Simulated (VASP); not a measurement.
# BaZrO3 (Pm-3m) in VASP: notebook, part 2 of 2

VASP 6.6.1.

### 3 Single point, PBEsol

This run uses another cell than the first one, of 14.28 Å³/atom, 1.056 times its volume.

Contents of INCAR:

```
SYSTEM = BaZrO3
ALGO = Normal
EDIFF = 1E-6
ENCUT = 910
GGA = PS
GGA_COMPAT = .FALSE.
ISIF = 2
ISMEAR = 0
LASPH = .TRUE.
LCHARG = .FALSE.
LREAL = .FALSE.
LWAVE = .FALSE.
NBANDS = 28
NELM = 120
PREC = Accurate
SIGMA = 0.01
```

Contents of KPOINTS:

```
k-points
0
G
  4 4 4
  0 0 0
```

Contents of POSCAR:

```
BaZrO3
1.0
    4.1485523586      0.0000000000      0.0000000000
    0.0000000000      4.1485523586      0.0000000000
    0.0000000000      0.0000000000      4.1485523586
Ba Zr O
1 1 3
Direct
    0.0000000000      0.0000000000      0.0000000000
    0.5000000000      0.5000000000      0.5000000000
    0.0000000000      0.5000000000      0.5000000000
    0.5000000000      0.0000000000      0.5000000000
    0.5000000000      0.5000000000      0.0000000000
```

Potentials or basis: VASP PAW PBE potentials, release 64 (Ba_sv, Zr_sv, O_h).

On the command line:

```sh
$ cat potpaw_PBE.64/Ba_sv/POTCAR potpaw_PBE.64/Zr_sv/POTCAR potpaw_PBE.64/O_h/POTCAR > POTCAR
$ mpirun -np 1 vasp_std > vasp.out
```

OUTCAR:

```text
SYSTEM = BaZrO3
   EDIFF = 1E-6
   ENCUT = 910
   GGA = PS
   ISIF = 2
   ISMEAR = 0
   LASPH = .TRUE.
   LREAL = .FALSE.
   NELM = 120
   PREC = Accurate

 ion  position               nearest neighbor table
   1  0.000  0.000  0.000-   3 2.93   4 2.93   5 2.93   3 2.93   4 2.93   3 2.93   5 2.93   3 2.93
                             4 2.93   5 2.93   4 2.93   5 2.93   2 3.59   2 3.59   2 3.59   2 3.59
   2  0.500  0.500  0.500-   3 2.07   4 2.07   5 2.07   5 2.07   4 2.07   3 2.07   1 3.59   1 3.59
                             1 3.59   1 3.59   1 3.59   1 3.59   1 3.59   1 3.59
   3  0.000  0.500  0.500-   2 2.07   2 2.07   1 2.93   1 2.93   1 2.93   1 2.93
   4  0.500  0.000  0.500-   2 2.07   2 2.07   1 2.93   1 2.93   1 2.93   1 2.93
   5  0.500  0.500  0.000-   2 2.07   2 2.07   1 2.93   1 2.93   1 2.93   1 2.93

  LATTYP: Found a simple cubic cell.
 ALAT       =     4.1485523586

  Lattice vectors:

 A1 = (   4.1485523586,   0.0000000000,   0.0000000000)
 A2 = (   0.0000000000,   4.1485523586,   0.0000000000)
 A3 = (   0.0000000000,   0.0000000000,   4.1485523586)

Analysis of symmetry for initial positions (statically):
=====================================================================
 Subroutine PRICEL returns:
 Original cell was already a primitive cell.

 Routine SETGRP: Setting up the symmetry group for a
 simple cubic supercell.

 Subroutine GETGRP returns: Found 48 space group operations
 (whereof 48 operations were pure point group operations)
 out of a pool of 48 trial point group operations.

The static configuration has the point symmetry O_h .

Analysis of symmetry for dynamics (positions and initial velocities):
=====================================================================
 Subroutine PRICEL returns:
 Original cell was already a primitive cell.

 Routine SETGRP: Setting up the symmetry group for a
 simple cubic supercell.

[... 113 lines left out ...]
   IMIX   =      4    mixing-type and parameters
     AMIX     =   0.40;   BMIX     =  1.00
     AMIX_MAG =   1.60;   BMIX_MAG =  1.00
  volume/ion in A,a.u.               =      14.28        96.36
  Fermi-wavevector in a.u.,A,eV,Ry     =   1.349579  2.550334 24.781148  1.821363
  Thomas-Fermi vector in A             =   2.477154
   LORBIT       =      0    0 simple, 1 ext, 2 COOP (PROOUT), +10 PAW based schemes
   GGA     = PS    functional components
   LHFCALC =     F    Hartree Fock is set to
   AEXX    =    0.0000 exact exchange contribution
   IVDW    =     0    specifies the selected vdW correction
   LEPSILON=     F    determine dielectric tensor
   LRPA    =     F    only Hartree local field effects (RPA)
 non-spin polarized calculation
 Gauss-broadening in eV      SIGMA  =   0.01
  energy-cutoff  :      910.00
  volume of cell :       71.40
 maximum number of plane-waves:      4492
 NGX is ok and might be reduce to    42
   NGX = 21   NGY = 21   NGZ = 21

 number of electron      40.0000012 magnetization

 Free energy of the ion-electron system (eV)
  ---------------------------------------------------
  ext. energy  EPLUGINS =         0.00000000
  ---------------------------------------------------
  free energy    TOTEN  =       -43.59476847 eV

  energy without entropy =      -43.59476847  energy(sigma->0) =      -43.59476847

 E-fermi :   4.2935     XC(G=0): -11.1823

 val. band max:        4.1807821320   @ k =   0.5000   0.5000   0.5000
 cond. band min:       7.3469901533   @ k =   0.0000   0.0000   0.0000
 fundamental gap:      3.1662080214
 Fermi energy:         4.2935468028

 k-point     1 :       0.0000    0.0000    0.0000
  band No.  band energies     occupation
      1     -42.5114      2.00000
      2     -20.9696      2.00000
      3     -20.7663      2.00000
      4     -20.7663      2.00000
      5     -20.7663      2.00000
      6     -12.1572      2.00000
[... 299 lines left out ...]
     27      13.5497      0.00000
     28      13.5497      0.00000

------------------------ aborting loop because EDIFF is reached ----------------------------------------

  FORCE on cell =-STRESS in cart. coord.  units (eV):
  Direction    XX          YY          ZZ          XY          YZ          ZX
  --------------------------------------------------------------------------------------
  -------------------------------------------------------------------------------------
  Total        2.2253034      2.2253034      2.2253034     -0.0000000     -0.0000000      0.0000000
  in kB       49.9355784     49.9355784     49.9355784     -0.0000000     -0.0000000      0.0000000
  external PRESSURE =      49.9355784 kB  Pullay stress =       0.0000000 kB

 VOLUME and BASIS-vectors are now :
 -----------------------------------------------------------------------------
  energy-cutoff  :      910.00
  volume of cell :       71.40
      direct lattice vectors                 reciprocal lattice vectors
     4.148552359  0.000000000  0.000000000     0.241047940  0.000000000  0.000000000
     0.000000000  4.148552359  0.000000000     0.000000000  0.241047940  0.000000000
     0.000000000  0.000000000  4.148552359     0.000000000  0.000000000  0.241047940

 POSITION                                       TOTAL-FORCE (eV/Angst)
 -----------------------------------------------------------------------------------
      0.00000      0.00000      0.00000         0.000000      0.000000      0.000000
      2.07428      2.07428      2.07428         0.000000      0.000000      0.000000
      0.00000      2.07428      2.07428         0.000000      0.000000      0.000000
      2.07428      0.00000      2.07428         0.000000      0.000000      0.000000
      2.07428      2.07428      0.00000         0.000000      0.000000      0.000000
 -----------------------------------------------------------------------------------
    total drift:                                0.000000     -0.000000     -0.000000

  FREE ENERGIE OF THE ION-ELECTRON SYSTEM (eV)
  ---------------------------------------------------
  free  energy   TOTEN  =       -43.5947684691 eV

  energy  without entropy=      -43.5947684691  energy(sigma->0) =      -43.59476847
```

OSZICAR:

```text
N       E                     dE             d eps       ncg     rms          rms(c)
DAV:   1     0.453653260988E+03    0.45365E+03   -0.30112E+04   560   0.218E+03
DAV:   2     0.169651663398E+01   -0.45196E+03   -0.43552E+03   688   0.438E+02
DAV:   3    -0.484376434527E+02   -0.50134E+02   -0.49638E+02   808   0.132E+02
DAV:   4    -0.503208641524E+02   -0.18832E+01   -0.18787E+01   824   0.226E+01
DAV:   5    -0.503600430418E+02   -0.39179E-01   -0.39167E-01   728   0.277E+00    0.312E+01
DAV:   6    -0.437182492075E+02    0.66418E+01   -0.33195E+01   740   0.358E+01    0.144E+01
DAV:   7    -0.436362542406E+02    0.81995E-01   -0.26193E+00   780   0.887E+00    0.860E+00
DAV:   8    -0.435980000740E+02    0.38254E-01   -0.32316E-01   648   0.465E+00    0.738E-01
DAV:   9    -0.435943026451E+02    0.36974E-02   -0.56861E-02   800   0.130E+00    0.529E-01
DAV:  10    -0.435949784869E+02   -0.67584E-03   -0.11086E-02   752   0.884E-01    0.259E-01
DAV:  11    -0.435947518901E+02    0.22660E-03   -0.15290E-03   696   0.324E-01    0.318E-02
DAV:  12    -0.435947703774E+02   -0.18487E-04   -0.10827E-04   724   0.717E-02    0.271E-02
DAV:  13    -0.435947684472E+02    0.19302E-05   -0.95212E-06   812   0.225E-02    0.354E-03
DAV:  14    -0.435947684691E+02   -0.21803E-07   -0.18190E-06   588   0.109E-02
   1 F= -.43594768E+02 E0= -.43594768E+02  d E =-.157776E-58
```

Wall time 43 s (1 thread of Intel Xeon Platinum 8259CL at 2.50GHz (Skylake/Cascade Lake), shared host); peak memory 0.28 GiB.

What came out:

| Item | Value |
| --- | --- |
| Free energy | -43.5948 eV |
| Pressure | 5.0 GPa |
| Band gap on the k mesh | 3.17 eV, indirect (least direct gap 3.35 eV) |

Caveat: the cutoff is under 1.25 times the usual one of these potentials, so pressure, stress and relaxed cells hold a basis-set (Pulay) error; the PAW data sets were made with another functional, which shifts forces and pressure a little; spin-orbit coupling is left out, which moves the levels of the heavy elements. A k mesh can miss the band edges.

### 4 Single point, PBEsol

This run uses another cell than the first one, of 13.84 Å³/atom, 1.023 times its volume.

Contents of INCAR:

```
PREC = Accurate
ENCUT = 910
EDIFF = 1E-6
ISMEAR = 0
SIGMA = 0.01
LREAL = False
LASPH = True
NELM = 120
ALGO = Normal
ISIF = 2
LWAVE = False
LCHARG = False
GGA = PS
NBANDS = 28
GGA_COMPAT = False
```

Contents of KPOINTS:

```
Automatic mesh
0
Gamma
  4 4 4
```

POSCAR: that of step 3 with these lines changed.

```diff
@@ -2,5 +2,5 @@
 1.0
-    4.1485523586      0.0000000000      0.0000000000
-    0.0000000000      4.1485523586      0.0000000000
-    0.0000000000      0.0000000000      4.1485523586
+    4.1056902405      0.0000000000      0.0000000000
+    0.0000000000      4.1056902405      0.0000000000
+    0.0000000000      0.0000000000      4.1056902405
 Ba Zr O
```

On the command line:

```sh
$ cat potpaw_PBE.64/Ba_sv/POTCAR potpaw_PBE.64/Zr_sv/POTCAR potpaw_PBE.64/O_h/POTCAR > POTCAR
$ mpirun -np 1 vasp_std > vasp.out
```

Wall time 50 s (1 thread of Intel Xeon 6975P-C (Granite Rapids), shared host); peak memory 0.26 GiB.

It converged, with:

- Free energy: -43.4796 eV
- Pressure: 11.2 GPa
- Band gap on the k mesh: 3.22 eV, indirect (least direct gap 3.36 eV)

Levels at points of the mesh, in eV from the valence-band top:
```csv
k point,band 16,band 17,band 18,band 19,band 20,band 21,band 22,band 23,band 24,band 25
"(0.00, 0.00, 0.00)",-1.10,-1.10,-0.13,-0.13,-0.13,3.22,3.22,3.22,4.61,4.61
"(0.50, 0.00, 0.00)",-1.90,-1.85,-1.85,-0.33,-0.33,3.74,6.09,6.09,6.59,6.92
"(0.50, 0.50, 0.00)",-2.65,-0.93,-0.93,-0.61,-0.09,6.05,6.05,6.76,6.83,8.14
"(0.50, 0.50, 0.50)",-2.58,-2.58,0.00,0.00,0.00,6.15,6.15,6.15,7.54,7.54
```

Caveat: the cutoff is under 1.25 times the usual one of these potentials, so pressure, stress and relaxed cells hold a basis-set (Pulay) error; the PAW data sets were made with another functional, which shifts forces and pressure a little; spin-orbit coupling is left out, which moves the levels of the heavy elements. As with any semilocal functional, this PBEsol gap is likely too small.

### 5 Single point, PBEsol

This run uses another cell than the first one, of 14.05 Å³/atom, 1.039 times its volume.

Contents of INCAR:

```
SYSTEM = BaZrO3
ALGO = Normal ; EDIFF = 1E-6
ENCUT = 910 ; GGA = PS
GGA_COMPAT = .False. ; ISIF = 2
ISMEAR = 0 ; LASPH = .True.
LCHARG = .False. ; LREAL = .False.
LWAVE = .False. ; NBANDS = 28
NELM = 120 ; PREC = Accurate
SIGMA = 0.01
```

Contents of KPOINTS:

```
k-points
0
Gamma
  4 4 4
  0 0 0
```

POSCAR: that of step 4 with these lines changed.

```diff
@@ -2,5 +2,5 @@
 1.0
-    4.1056902405      0.0000000000      0.0000000000
-    0.0000000000      4.1056902405      0.0000000000
-    0.0000000000      0.0000000000      4.1056902405
+    4.1263799403      0.0000000000      0.0000000000
+    0.0000000000      4.1263799403      0.0000000000
+    0.0000000000      0.0000000000      4.1263799403
 Ba Zr O
```

Potentials or basis: VASP PAW PBE potentials, release 64 (Ba_sv, Zr_sv, O_h).

On the command line:

```sh
$ cat potpaw_PBE.64/Ba_sv/POTCAR potpaw_PBE.64/Zr_sv/POTCAR potpaw_PBE.64/O_h/POTCAR > POTCAR
$ mpirun -np 1 vasp_std > vasp.out
```

OUTCAR:

```text
SYSTEM = BaZrO3
   EDIFF = 1E-6
   ENCUT = 910
   GGA = PS
   ISIF = 2
   ISMEAR = 0
   LASPH = .True.
   LREAL = .False.
   NELM = 120
   PREC = Accurate

 ion  position               nearest neighbor table
   1  0.000  0.000  0.000-   3 2.92   4 2.92   5 2.92   3 2.92   4 2.92   3 2.92   5 2.92   3 2.92
                             4 2.92   5 2.92   4 2.92   5 2.92   2 3.57   2 3.57   2 3.57   2 3.57
   2  0.500  0.500  0.500-   3 2.06   4 2.06   5 2.06   5 2.06   4 2.06   3 2.06   1 3.57   1 3.57
[... 502 lines left out ...]
  -------------------------------------------------------------------------------------
  Total        3.5414485      3.5414485      3.5414485     -0.0000000     -0.0000000     -0.0000000
  in kB       80.7576869     80.7576869     80.7576869     -0.0000000     -0.0000000     -0.0000000
  external PRESSURE =      80.7576869 kB  Pullay stress =       0.0000000 kB

 VOLUME and BASIS-vectors are now :
 -----------------------------------------------------------------------------
  energy-cutoff  :      910.00
  volume of cell :       70.26
      direct lattice vectors                 reciprocal lattice vectors
     4.126379940  0.000000000  0.000000000     0.242343171  0.000000000  0.000000000
     0.000000000  4.126379940  0.000000000     0.000000000  0.242343171  0.000000000
     0.000000000  0.000000000  4.126379940     0.000000000  0.000000000  0.242343171

 POSITION                                       TOTAL-FORCE (eV/Angst)
 -----------------------------------------------------------------------------------
      0.00000      0.00000      0.00000         0.000000      0.000000      0.000000
      2.06319      2.06319      2.06319         0.000000      0.000000      0.000000
      0.00000      2.06319      2.06319         0.000000      0.000000      0.000000
      2.06319      0.00000      2.06319         0.000000      0.000000      0.000000
      2.06319      2.06319      0.00000         0.000000      0.000000      0.000000
 -----------------------------------------------------------------------------------
    total drift:                                0.000000     -0.000000     -0.000000

  FREE ENERGIE OF THE ION-ELECTRON SYSTEM (eV)
  ---------------------------------------------------
  free  energy   TOTEN  =       -43.5455595064 eV

  energy  without entropy=      -43.5455595064  energy(sigma->0) =      -43.54555951
```

Run time: 40 s. Hardware: 1 thread of Intel Xeon Platinum 8488C (Sapphire Rapids), shared host; peak memory 0.27 GiB.

What came out:

```yaml
Free_energy: -43.5456 eV
Pressure: 8.1 GPa
Band_gap_on_the_k_mesh: 3.20 eV, indirect (least direct gap 3.35 eV)
```

Caveat: the cutoff is under 1.25 times the usual one of these potentials, so pressure, stress and relaxed cells hold a basis-set (Pulay) error; the PAW data sets were made with another functional, which shifts forces and pressure a little; spin-orbit coupling is left out, which moves the levels of the heavy elements. A k mesh can miss the band edges.

### 6 Summary

```tsv
cell	gap on the mesh (eV)	pressure (GPa)
a = 4.074 Å, 5 atoms	3.27	16.3
a = 4.149 Å, 5 atoms	3.17	5.0
a = 4.106 Å, 5 atoms	3.22	11.2
a = 4.126 Å, 5 atoms	3.20	8.1
```

Alike in all rows: task single point; level PBEsol; potentials or basis VASP PAW PBE potentials, release 64 (Ba_sv, Zr_sv, O_h); no spin polarisation; k mesh 4 × 4 × 4; cutoff (eV) 910; smearing gaussian 0.01 eV.

Caveats: the cutoff is under 1.25 times the usual one of these potentials, so pressure, stress and relaxed cells hold a basis-set (Pulay) error; the PAW data sets were made with another functional, which shifts forces and pressure a little; spin-orbit coupling is left out, which moves the levels of the heavy elements.

Total energies depend on the potentials used, so only differences within one code and one set of settings carry meaning.
